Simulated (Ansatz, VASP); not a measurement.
Two plane-wave programs on CdAu2

```
Cd Au
1.0
     4.72113    0.00000    0.00000
    -2.36056    4.08862    0.00000
     0.00000    0.00000    3.04147
Cd Au
1 2
Direct
  0.00000 0.00000 0.00000
  0.33333 0.66667 0.50000
  0.66667 0.33333 0.50000
```

Alike in both runs: functional PBE; k mesh 6 × 6 × 4; occupations gaussian, width 0.1 eV; no spin polarisation.

Ansatz relaxed the structure, and its values are those at the end. VASP's run is a single point on that final structure, the one shown.

|  | VASP | Ansatz |
| --- | --- | --- |
| version | VASP 6.6.1 | Ansatz 0.2.0 |
| potentials or method | VASP PAW PBE potentials, release 64 (Cd, Au), cutoff 520 eV | scalar-relativistic, plane waves, PAW |
| valence electrons in the cell | 34 | 58 |

VASP gave:

```
gap on the k mesh at the Fermi level (eV) : none
pressure (GPa)                            : 0.1
```

Task: Estimate Ansatz's values.

Result: gap on the k mesh at the Fermi level (eV): none; pressure (GPa): 0.0.

A gap of «none» marks a metal or a gap that the smearing closes. VASP's potentials hold 34 valence electrons a cell and Ansatz's 58, so a difference there can come from the potentials and not from the codes.

The k mesh is coarse, so the values compare programs but aren't converged. Spin-orbit coupling is off throughout.
